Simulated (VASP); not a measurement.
# Mg12Cu (a cell with a defect): single point with PBE+D3(BJ)

System: Mg12Cu (a cell with a defect).

```
Mg Cu
1.0
     6.42000    0.00000    0.00000
    -4.81500    8.33982    0.00000
     0.00000    0.00000    5.21304
Mg Cu
12 1
Direct
  0.05079 0.01127 0.98666
  0.13074 0.23416 0.46169
  0.01002 0.33195 0.94027
  0.27281 0.60652 0.51758
  0.02581 0.64882 0.01370
  0.12042 0.85087 0.49714
  0.51694 0.98321 0.02351
  0.52451 0.15404 0.53837
  0.52344 0.33379 0.02429
  0.67080 0.53816 0.52631
  0.56899 0.68042 0.01266
  0.70169 0.90834 0.51203
  0.88620 0.38858 0.38317
```

* Program: VASP 6.6.1
* Task: single point
* Functional: PBE
* Dispersion: D3(BJ)
* Potentials or basis: VASP PAW PBE potentials, release 64 (Mg, Cu)
* Cutoff: 520 eV
* k mesh: 3 × 2 × 3
* Occupations: fermi-dirac, width 0.05 eV
* Spin: no spin polarisation

| Item | Value |
| --- | --- |
| Pressure | -0.3 GPa |
| Largest force | 0.363 eV/Å |
| Band gap on the k mesh | zero (an odd number of electrons rules out a gap without spin polarisation) |
| Dispersion energy per atom | -0.305 eV |

Forces on the atoms (eV/Å):
```
Mg  -0.017 -0.021 -0.019
Mg   0.010  0.004 -0.090
Mg  -0.021 -0.034 -0.195
Mg  -0.004 -0.022  0.112
Mg  -0.002  0.013  0.062
Mg   0.013  0.012 -0.003
Mg  -0.014 -0.021  0.083
Mg   0.064  0.088  0.125
Mg  -0.013 -0.007  0.094
Mg   0.034  0.002  0.090
Mg  -0.018 -0.013  0.061
Mg   0.002  0.000  0.043
Cu  -0.033 -0.001 -0.362
```

Stress tensor (GPa, compression positive):
```
-0.27  0.78 -0.92
 0.78  1.51  0.38
-0.92  0.38 -2.15
```

Levels at points of the mesh, in eV from the Fermi level:
| k point | band 15 | band 16 | band 17 | band 18 | band 19 | band 20 |
| --- | --- | --- | --- | --- | --- | --- |
| (0.00, 0.00, 0.00) | -0.39 | -0.18 | 0.15 | 0.20 | 0.49 | 0.56 |
| (0.00, 0.50, 0.00) | -1.25 | -0.83 | -0.80 | -0.47 | 0.01 | 1.61 |

Run time: 110 s on 1 thread of Intel Xeon 8259CL (shared host), peak memory 0.38 GiB.

Caveat: the k points lie up to 0.40 Å⁻¹ apart, too coarse for converged energies and pressures of a metal.
